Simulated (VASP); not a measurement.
Runs of VASP 6.6.1 on Fe. The structure is that of space group P6_3/mmc (No. 194), or close to it. The cells are those of the table. This isn't the form of Fe at room conditions, which is bcc.

```csv
level,spin,cell,k mesh,gap on the mesh (eV),pressure (GPa),moment (μB)
PBE,"collinear, ferromagnetic start","a = 2.534, b = 2.534, c = 4.359 Å, angles 90.0, 90.0, 120.0°, 2 atoms",8 × 8 × 6,none,-0.2,5.25
r2SCAN,off,"a = 2.541, b = 2.541, c = 4.386 Å, angles 90.0, 90.0, 120.0°, 2 atoms",18 × 18 × 10,none,-40.7,-
r2SCAN,"collinear, ferromagnetic start","a = 2.541, b = 2.541, c = 4.386 Å, angles 90.0, 90.0, 120.0°, 2 atoms",18 × 18 × 10,none,(a),5.63
r2SCAN,"collinear, ferromagnetic start","a = 2.531, b = 2.531, c = 4.368 Å, angles 90.0, 90.0, 120.0°, 2 atoms",18 × 18 × 10,none,1.6,(b)
```

Alike in all rows: task single point; potentials or basis VASP PAW PBE potentials, release 64 (Fe); cutoff (eV) 520; smearing gaussian 0.05 eV.

Problem. Fill in the values left out.

Solution. (a) -0.3; (b) 5.61.

Caveats: the PAW data sets were made with another functional, which shifts forces and pressure a little (at least some runs); the stress differs along the axes, from -56 to -33 GPa (at least some runs).

A gap of «none» marks levels without a gap at the run's occupations.
